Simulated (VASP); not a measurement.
# AlN (base) (P6_3mc) in VASP: notebook, part 2 of 2

VASP 6.6.1. Earlier steps stand in the parts before.

**3. Single point, PBE**

INCAR reads:

```
SYSTEM = AlN
ALGO = Normal
EDIFF = 1E-6
ENCUT = 520
GGA = PE
ISIF = 2
ISMEAR = 0
LASPH = .True.
LCHARG = .False.
LREAL = .False.
LWAVE = .False.
NBANDS = 16
NELM = 100
PREC = Accurate
SIGMA = 0.02
```

KPOINTS reads:

```
k-points
0
Gamma
  9 9 6
  0 0 0
```

POSCAR reads:

```
AlN
1.0
    3.1302014549      0.0000000000      0.0000000000
   -1.5651007274      2.7108339789      0.0000000000
    0.0000000000      0.0000000000      5.0180342150
Al N
2 2
Direct
    0.6666666667      0.3333333333      0.4992343693
    0.3333333333      0.6666666667      0.9992343693
    0.6666666667      0.3333333333      0.8807656307
    0.3333333333      0.6666666667      0.3807656307
```

Potentials or basis: VASP PAW PBE potentials, release 64 (Al, N).

On the command line:

```bash
cat potpaw_PBE.64/Al/POTCAR potpaw_PBE.64/N/POTCAR > POTCAR
mpirun -np 1 vasp_std > vasp.out
```

OUTCAR:

```text
SYSTEM = AlN
   EDIFF = 1E-6
   ENCUT = 520
   GGA = PE
   ISIF = 2
   ISMEAR = 0
   LASPH = .True.
   LREAL = .False.
   NELM = 100
   PREC = Accurate

 ion  position               nearest neighbor table
   1  0.667  0.333  0.499-   4 1.90   4 1.90   4 1.90   3 1.91   2 3.09   2 3.09   2 3.09   2 3.09
                             2 3.09   2 3.09
   2  0.333  0.667  0.999-   3 1.90   3 1.90   3 1.90   4 1.91   1 3.09   1 3.09   1 3.09   1 3.09
                             1 3.09   1 3.09
   3  0.667  0.333  0.881-   2 1.90   2 1.90   2 1.90   1 1.91
   4  0.333  0.667  0.381-   1 1.90   1 1.90   1 1.90   2 1.91

  LATTYP: Found a hexagonal cell.
 ALAT       =     3.1302014549
 C/A-ratio  =     1.6031026397

  Lattice vectors:

 A1 = (   3.1302014549,   0.0000000000,   0.0000000000)
 A2 = (  -1.5651007274,   2.7108339789,   0.0000000000)
 A3 = (   0.0000000000,   0.0000000000,   5.0180342150)

Analysis of symmetry for initial positions (statically):
=====================================================================
 Subroutine PRICEL returns:
 Original cell was already a primitive cell.

 Routine SETGRP: Setting up the symmetry group for a
 hexagonal supercell.

 Subroutine GETGRP returns: Found 12 space group operations
 (whereof  6 operations were pure point group operations)
 out of a pool of 24 trial point group operations.

The static configuration has the point symmetry C_3v.
 The point group associated with its full space group is C_6v.

Analysis of symmetry for dynamics (positions and initial velocities):
=====================================================================
 Subroutine PRICEL returns:
 Original cell was already a primitive cell.

 Routine SETGRP: Setting up the symmetry group for a
 hexagonal supercell.
[... 122 lines left out ...]
   NUPDOWN=      -1.0000    fix difference up-down
   EMIN   =  10.00;   EMAX   =-10.00  energy-range for DOS
   EFERMI =   0.00;   METHOD = LEGACY
   ISMEAR =     0;   SIGMA  =   0.02  broadening in eV -4-tet -1-fermi 0-gaus
   EFERMI_NEDOS =   21; number of points for ismear=-14 and -15
   IALGO  =     38    algorithm
   IMIX   =      4    mixing-type and parameters
     AMIX     =   0.40;   BMIX     =  1.00
     AMIX_MAG =   1.60;   BMIX_MAG =  1.00
  volume/ion in A,a.u.               =      10.65        71.84
  Fermi-wavevector in a.u.,A,eV,Ry     =   1.181350  2.232428 18.988122  1.395588
  Thomas-Fermi vector in A             =   2.317625
   LORBIT       =      0    0 simple, 1 ext, 2 COOP (PROOUT), +10 PAW based schemes
   GGA     = PE    functional components
   LHFCALC =     F    Hartree Fock is set to
   AEXX    =    0.0000 exact exchange contribution
   IVDW    =     0    specifies the selected vdW correction
   LEPSILON=     F    determine dielectric tensor
   LRPA    =     F    only Hartree local field effects (RPA)
 non-spin polarized calculation
 Gauss-broadening in eV      SIGMA  =   0.02
  energy-cutoff  :      520.00
  volume of cell :       42.58
 maximum number of plane-waves:      1170
 NGX is ok and might be reduce to    24
   NGX = 11   NGY = 11   NGZ = 19

 number of electron      15.9999998 magnetization

 Free energy of the ion-electron system (eV)
  ---------------------------------------------------
  ext. energy  EPLUGINS =         0.00000000
  ---------------------------------------------------
  free energy    TOTEN  =       -29.78048828 eV

  energy without entropy =      -29.78048828  energy(sigma->0) =      -29.78048828

 E-fermi :   6.1337     XC(G=0): -10.8269

 val. band max:        5.9641293379   @ k =   0.0000   0.0000   0.0000
 cond. band min:      10.0076421928   @ k =   0.0000   0.0000   0.0000
 fundamental gap:      4.0435128549
 Fermi energy:         6.1336745337

 k-point     1 :       0.0000    0.0000    0.0000
  band No.  band energies     occupation
      1      -9.1032      2.00000
      2      -7.0205      2.00000
      3       0.0588      2.00000
      4       5.1191      2.00000
      5       5.1191      2.00000
      6       5.7616      2.00000
[... 433 lines left out ...]
      3       1.3513      2.00000
      4       1.8329      2.00000
      5       1.8329      2.00000
      6       3.3227      2.00000
[... 8 lines left out ...]
     15      18.9141      0.00000
     16      20.7957      0.00000

 [... further k-points ...]
[... 5 lines left out ...]
  --------------------------------------------------------------------------------------
  -------------------------------------------------------------------------------------
  Total       -0.0720585     -0.0720585     -0.0558392     -0.0000000      0.0000000      0.0000000
  in kB       -2.7113571     -2.7113571     -2.1010725     -0.0000000      0.0000000      0.0000000
  external PRESSURE =      -2.5079289 kB  Pullay stress =       0.0000000 kB

 VOLUME and BASIS-vectors are now :
 -----------------------------------------------------------------------------
  energy-cutoff  :      520.00
  volume of cell :       42.58
      direct lattice vectors                 reciprocal lattice vectors
     3.130201455  0.000000000  0.000000000     0.319468256  0.184445084  0.000000000
    -1.565100727  2.710833979  0.000000000     0.000000000  0.368890167  0.000000000
     0.000000000  0.000000000  5.018034215     0.000000000  0.000000000  0.199281224

 POSITION                                       TOTAL-FORCE (eV/Angst)
 -----------------------------------------------------------------------------------
      1.56510      0.90361      2.50518        -0.000000      0.000000      0.000255
     -0.00000      1.80722      5.01419        -0.000000      0.000000      0.000255
      1.56510      0.90361      4.41971         0.000000      0.000000     -0.000255
     -0.00000      1.80722      1.91069        -0.000000     -0.000000     -0.000255
 -----------------------------------------------------------------------------------
    total drift:                               -0.000000     -0.000000      0.000504

  FREE ENERGIE OF THE ION-ELECTRON SYSTEM (eV)
  ---------------------------------------------------
  free  energy   TOTEN  =       -29.7804882763 eV

  energy  without entropy=      -29.7804882763  energy(sigma->0) =      -29.78048828
```

Wall time 13 s (1 thread of Intel Xeon 6975P-C (Granite Rapids), shared host); peak memory 0.17 GiB.

Results:

```yaml
Free_energy: -29.7805 eV
Pressure: -0.3 GPa
Band_gap_on_the_k_mesh: 4.04 eV, direct
```

Levels at points of the mesh, in eV from the valence-band top:
```tsv
k point	band 5	band 6	band 7	band 8	band 9	band 10	band 11	band 12
(0.00, 0.00, 0.00)	-0.84	-0.20	-0.20	0.00	4.04	6.51	10.46	11.03
(0.00, 0.00, 0.50)	-0.53	-0.53	-0.53	-0.53	6.31	6.31	10.17	10.17
```

**4. Relaxation of cell and atoms, PBE**

INCAR reads:

```
PREC = Accurate ; ENCUT = 600
EDIFF = 1E-7 ; ISMEAR = 0
SIGMA = 0.02 ; LREAL = False
LASPH = True ; NELM = 80
ALGO = Normal ; ISIF = 3
LWAVE = False ; LCHARG = False
GGA = PE ; IBRION = 2
NSW = 100 ; EDIFFG = -0.002
```

KPOINTS reads:

```
Automatic mesh
0
Gamma
  9 9 6
```

POSCAR reads:

```
AlN
1.0
    3.1285881400      0.0000000000      0.0000000000
   -1.5642940700      2.7094368000      0.0000000000
    0.0000000000      0.0000000000      5.0169550000
Al N
2 2
Direct
    0.6666666700      0.3333333300      0.4992870000
    0.3333333300      0.6666666700      0.9992870000
    0.6666666700      0.3333333300      0.8807130000
    0.3333333300      0.6666666700      0.3807130000
```

Potentials or basis: VASP PAW PBE potentials, release 64 (Al, N).

On the command line:

```bash
cat potpaw_PBE.64/Al/POTCAR potpaw_PBE.64/N/POTCAR > POTCAR
mpirun -np 1 vasp_std > vasp.out
```

OUTCAR:

```text
PREC = Accurate
   ENCUT = 600
   EDIFF = 1E-7
   ISMEAR = 0
   LREAL = False
   LASPH = True
   NELM = 80
   ISIF = 3
   GGA = PE
   IBRION = 2
   NSW = 100
   EDIFFG = -0.002

 ion  position               nearest neighbor table
   1  0.667  0.333  0.499-   4 1.90   4 1.90   4 1.90   3 1.91   2 3.09   2 3.09   2 3.09   2 3.09
                             2 3.09   2 3.09
   2  0.333  0.667  0.999-   3 1.90   3 1.90   3 1.90   4 1.91   1 3.09   1 3.09   1 3.09   1 3.09
                             1 3.09   1 3.09
   3  0.667  0.333  0.881-   2 1.90   2 1.90   2 1.90   1 1.91
   4  0.333  0.667  0.381-   1 1.90   1 1.90   1 1.90   2 1.91

  LATTYP: Found a hexagonal cell.
 ALAT       =     3.1285881400
 C/A-ratio  =     1.6035843567

  Lattice vectors:

 A1 = (   3.1285881400,   0.0000000000,   0.0000000000)
 A2 = (  -1.5642940700,   2.7094368000,   0.0000000000)
 A3 = (   0.0000000000,   0.0000000000,   5.0169550000)

Analysis of symmetry for initial positions (statically):
=====================================================================
 Subroutine PRICEL returns:
 Original cell was already a primitive cell.

 Routine SETGRP: Setting up the symmetry group for a
 hexagonal supercell.

 Subroutine GETGRP returns: Found 12 space group operations
 (whereof  6 operations were pure point group operations)
 out of a pool of 24 trial point group operations.

The static configuration has the point symmetry C_3v.
 The point group associated with its full space group is C_6v.

Analysis of symmetry for dynamics (positions and initial velocities):
=====================================================================
 Subroutine PRICEL returns:
 Original cell was already a primitive cell.

 Routine SETGRP: Setting up the symmetry group for a
 hexagonal supercell.

 Subroutine GETGRP returns: Found 12 space group operations
 (whereof  6 operations were pure point group operations)
 out of a pool of 24 trial point group operations.

[... 139 lines left out ...]
  energy-cutoff  :      600.00
  volume of cell :       42.53
 maximum number of plane-waves:      1436
 NGX is ok and might be reduce to    28
   NGX = 13   NGY = 13   NGZ = 21

--------------------------------------- Ionic step        1  -------------------------------------------

 number of electron      15.9999999 magnetization

 Free energy of the ion-electron system (eV)
  ---------------------------------------------------
  ext. energy  EPLUGINS =         0.00000000
  ---------------------------------------------------
  free energy    TOTEN  =       -29.78356840 eV

  energy without entropy =      -29.78356840  energy(sigma->0) =      -29.78356840

------------------------ aborting loop because EDIFF is reached ----------------------------------------

  FORCE on cell =-STRESS in cart. coord.  units (eV):
  Direction    XX          YY          ZZ          XY          YZ          ZX
  --------------------------------------------------------------------------------------
  -------------------------------------------------------------------------------------
  Total       -0.0357444     -0.0357444     -0.0379842      0.0000000      0.0000000      0.0000000
  in kB       -1.3466391     -1.3466391     -1.4310215      0.0000000      0.0000000      0.0000000
  external PRESSURE =      -1.3747666 kB  Pullay stress =       0.0000000 kB
[... 63 lines left out ...]
--------------------------------------- Ionic step        3  -------------------------------------------

 number of electron      15.9999999 magnetization

 Free energy of the ion-electron system (eV)
  ---------------------------------------------------
  ext. energy  EPLUGINS =         0.00000000
  ---------------------------------------------------
  free energy    TOTEN  =       -29.78358478 eV

  energy without entropy =      -29.78358478  energy(sigma->0) =      -29.78358478

 E-fermi :   6.0852     XC(G=0): -10.8361

 val. band max:        5.9818926884   @ k =   0.0000   0.0000   0.0000
 cond. band min:      10.0448070737   @ k =   0.0000   0.0000   0.0000
 fundamental gap:      4.0629143854
 Fermi energy:         6.0851711725

 k-point     1 :       0.0000    0.0000    0.0000
  band No.  band energies     occupation
      1      -9.0966      2.00000
      2      -7.0088      2.00000
      3       0.0675      2.00000
      4       5.1392      2.00000
      5       5.1392      2.00000
      6       5.7816      2.00000
      7       5.7816      2.00000
      8       5.9819      2.00000
      9      10.0448      0.00000
     10      12.5125      0.00000
     11      16.4544      0.00000
     12      17.0282      0.00000
[... 331 lines left out ...]
 k-point    24 :       0.3333    0.3333    0.1667
  band No.  band energies     occupation
      1      -6.6479      2.00000
      2      -6.6479      2.00000
      3       1.3622      2.00000
      4       1.8484      2.00000
      5       1.8484      2.00000
      6       3.3362      2.00000
      7       4.1298      2.00000
      8       4.1298      2.00000
      9      11.4199      0.00000
     10      14.2147      0.00000
     11      14.9946      0.00000
     12      14.9946      0.00000

 [... further k-points ...]
[... 5 lines left out ...]
  --------------------------------------------------------------------------------------
  -------------------------------------------------------------------------------------
  Total        0.0063053      0.0063053     -0.0033269      0.0000000     -0.0000000      0.0000000
  in kB        0.2377392      0.2377392     -0.1254390      0.0000000     -0.0000000      0.0000000
  external PRESSURE =       0.1166798 kB  Pullay stress =       0.0000000 kB
[... 19 lines left out ...]
  FREE ENERGIE OF THE ION-ELECTRON SYSTEM (eV)
  ---------------------------------------------------
  free  energy   TOTEN  =       -29.7835847825 eV

  energy  without entropy=      -29.7835847825  energy(sigma->0) =      -29.78358478

 reached required accuracy - stopping structural energy minimisation
```

OSZICAR:

```text
N       E                     dE             d eps       ncg     rms          rms(c)
DAV:   1     0.605826121934E+02    0.60583E+02   -0.82386E+03  1152   0.133E+03
DAV:   2    -0.297382616309E+02   -0.90321E+02   -0.82462E+02  1664   0.250E+02
DAV:   3    -0.344213809851E+02   -0.46831E+01   -0.46624E+01  1520   0.620E+01
DAV:   4    -0.344645916666E+02   -0.43211E-01   -0.43185E-01  1348   0.666E+00
[... 19 lines left out ...]
DAV:   1    -0.297835971001E+02   -0.19822E-04   -0.27746E-04  1312   0.161E-01    0.230E-02
DAV:   2    -0.297835852679E+02    0.11832E-04   -0.37411E-05  1360   0.493E-02    0.574E-03
DAV:   3    -0.297835850141E+02    0.25383E-06   -0.18490E-06  1356   0.129E-02    0.205E-03
DAV:   4    -0.297835848761E+02    0.13799E-06   -0.75035E-08   696   0.270E-03    0.102E-03
DAV:   5    -0.297835847825E+02    0.93584E-07   -0.13332E-08   588   0.153E-03
   3 F= -.29783585E+02 E0= -.29783585E+02  d E =-.163787E-04
```

CONTCAR:

```text
AlN
   1.00000000000000
     3.1277578946807170    0.0000000000000000    0.0000000000000000
    -1.5638789473403585    2.7087177864678749    0.0000000000000000
     0.0000000000000000    0.0000000000000000    5.0155402061234682
  Al              N
     2     2
Direct
     0.6666666699999979    0.3333333300000021    0.4992676415246866
     0.3333333300000021    0.6666666699999979    0.9992676415246866
     0.6666666699999979    0.3333333300000021    0.8807323584753159
     0.3333333300000021    0.6666666699999979    0.3807323584753159

  0.00000000E+00  0.00000000E+00  0.00000000E+00
  0.00000000E+00  0.00000000E+00  0.00000000E+00
  0.00000000E+00  0.00000000E+00  0.00000000E+00
  0.00000000E+00  0.00000000E+00  0.00000000E+00
```

It took 30 s on 1 thread of Intel Xeon 6975P-C (Granite Rapids), shared host; peak memory 0.18 GiB.

What came out:

| Quantity | Value |
| --- | --- |
| Free energy | -29.7836 eV |
| Relaxed volume | 10.62 Å³/atom |
| Relaxed cell | a = 3.128 Å, b = 3.128 Å, c = 5.016 Å, α = 90.00°, β = 90.00°, γ = 120.00° |
| Space group after relaxing (to 0.05 Å) | P6_3mc (No. 186) |
| Energy gained by relaxing | 0.0 meV/atom |
| Ionic steps | 3 |
| Pressure after relaxing | 0.0 GPa |
| Band gap on the k mesh | 4.06 eV, direct |

Final structure:
```cif
data_structure
_symmetry_space_group_name_H-M 'P 1'
_symmetry_Int_Tables_number 1
_cell_length_a 3.1278
_cell_length_b 3.1278
_cell_length_c 5.0155
_cell_angle_alpha 90.000
_cell_angle_beta 90.000
_cell_angle_gamma 120.000
_cell_volume 42.49
loop_
_atom_site_label
_atom_site_type_symbol
_atom_site_fract_x
_atom_site_fract_y
_atom_site_fract_z
_atom_site_occupancy
Al1 Al 0.66667 0.33333 0.49927 1
Al2 Al 0.33333 0.66667 0.99927 1
N1 N 0.66667 0.33333 0.88073 1
N2 N 0.33333 0.66667 0.38073 1
```

A k mesh can miss the band edges.
